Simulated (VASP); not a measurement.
The system is Sn.

```
CELL_PARAMETERS angstrom
-1.72654 1.77555 2.33834
1.72654 -1.77555 2.33834
1.72654 1.77555 -2.33834
ATOMIC_POSITIONS crystal
Sn 0.00000 0.00000 0.00000
```

* Program: VASP 6.6.1
* Task: relaxation of cell and atoms
* Functional: BLYP
* Dispersion: D4
* Potentials or basis: VASP PAW PBE potentials, release 64 (Sn_d)
* Cutoff: 600 eV
* k mesh: 11 × 11 × 11
* Occupations: fermi-dirac, width 0.05 eV
* Spin: no spin polarisation

At the start: pressure -0.8 GPa; volume 28.67 Å³/atom.

Where does the relaxation end?

Over 19 steps the energy falls by 4.6 meV/atom and the volume is 28.19 Å³/atom (-1.7 %); space group Immm (No. 71, to 0.1 Å) before, I4/mmm (No. 139, to 0.1 Å).

Step by step:
```csv
step,energy change (eV),largest force (eV/Å),pressure (GPa),volume (Å³)
1,0.0000,0.0000,-0.83,28.67
2,-0.0033,0.0000,0.30,28.06
3,-0.0033,0.0000,0.19,28.03
4,-0.0034,0.0000,0.33,27.96
5,-0.0042,0.0000,0.08,28.08
6,-0.0043,0.0000,0.08,28.12
7,-0.0041,0.0000,-0.09,28.20
8,-0.0043,0.0000,0.08,28.14
9,-0.0044,0.0000,-0.03,28.20
10,-0.0044,0.0000,-0.13,28.27
11,-0.0045,0.0000,-0.10,28.21
12,-0.0045,0.0000,0.14,28.12
13,-0.0045,0.0000,0.04,28.16
14,-0.0045,0.0000,0.00,28.18
15,-0.0045,0.0000,0.00,28.17
16,-0.0045,0.0000,-0.01,28.17
17,-0.0045,0.0000,0.05,28.17
18,-0.0045,0.0000,0.03,28.18
19,-0.0046,0.0000,0.01,28.19
```

Final structure:
```
Sn
1.0
    -1.72321    1.72410    2.37231
     1.72321   -1.72410    2.37231
     1.72321    1.72410   -2.37231
Sn
1
Direct
  0.00000 0.00000 0.00000
```

Caveat: the PAW data sets were made with another functional, which shifts forces and pressure a little.
